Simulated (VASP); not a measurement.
Runs of VASP 6.6.1 on SrO. The structure is that of space group P6_3/mmc (No. 194), or close to it. The cells are those of the table. 

```tsv
level	cell	k mesh	gap on the mesh (eV)	pressure (GPa)
r2SCAN	a = 4.354, b = 4.354, c = 5.245 Å, angles 90.0, 90.0, 120.0°, 4 atoms	6 × 6 × 4	2.84	-3.5
r2SCAN	a = 4.312, b = 4.312, c = 5.195 Å, angles 90.0, 90.0, 120.0°, 4 atoms	6 × 6 × 4	(a)	(c)
PBE	a = 4.333, b = 4.333, c = 5.236 Å, angles 90.0, 90.0, 120.0°, 4 atoms	6 × 6 × 4	(b)	-1.5
PBE	a = 4.270, b = 4.270, c = 5.144 Å, angles 90.0, 90.0, 120.0°, 4 atoms	12 × 12 × 6	2.64	1.7
PBE	a = 4.247, b = 4.247, c = 5.132 Å, angles 90.0, 90.0, 120.0°, 4 atoms	6 × 6 × 4	2.69	2.8
```

Alike in all rows: task single point; potentials or basis VASP PAW PBE potentials, release 64 (Sr_sv, O); no spin polarisation; cutoff (eV) 520; smearing gaussian 0.01 eV.

Problem. Estimate the missing entries.

Solution. (a) 2.93; (b) 2.50; (c) -1.7.

Caveats: the PAW data sets were made with another functional, which shifts forces and pressure a little (some runs).

A k mesh can miss the band edges, and the runs leave out spin-orbit coupling on Sr.
